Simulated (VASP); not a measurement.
A run of VASP 6.6.1:

INCAR

```
SYSTEM = C
PREC = Accurate
ENCUT = 520
EDIFF = 1E-6
ISMEAR = 0
SIGMA = 0.02
LREAL = .False.
LASPH = .True.
NELM = 60
ALGO = Normal
ISIF = 2
LWAVE = .False.
LCHARG = .True.
GGA = PE
LELF = .True.
LVHAR = .True.
NBANDS = 26
```

The input KPOINTS:

```
Automatic mesh
0
Gamma
  10 6 6
  0 0 0
```

POSCAR

```
C
1.0
    2.5676331113      0.0000000000      0.0000000000
    0.0000000000      4.3874268447      0.0000000000
    0.0000000000      0.0000000000      4.4585651000
C
8
Direct
    0.5000000000      0.8198873351      0.0834786423
    0.5000000000      0.1801126649      0.0834786423
    0.5000000000      0.6815521698      0.3973685797
    0.5000000000      0.3184478302      0.3973685797
    0.0000000000      0.6864756304      0.9337385351
    0.0000000000      0.3135243696      0.9337385351
    0.0000000000      0.6765932805      0.5855208664
    0.0000000000      0.3234067195      0.5855208664
```

Potentials or basis: VASP PAW PBE potentials, release 64 (C).

Run with:

```bash
$ cat potpaw_PBE.64/C/POTCAR > POTCAR
$ mpirun -np 1 vasp_std > vasp.out
```

Hardware: 1 thread of Intel(R) Xeon(R) 6975P-C (Granite Rapids), on a shared host.

Problem. How long does it take, and how much memory?

Solution. Run time: 60 s on 1 thread of Intel(R) Xeon(R) 6975P-C (Granite Rapids), with other jobs on the host, peak memory 0.21 GiB. Counts: scf iterations 14, k points 96.
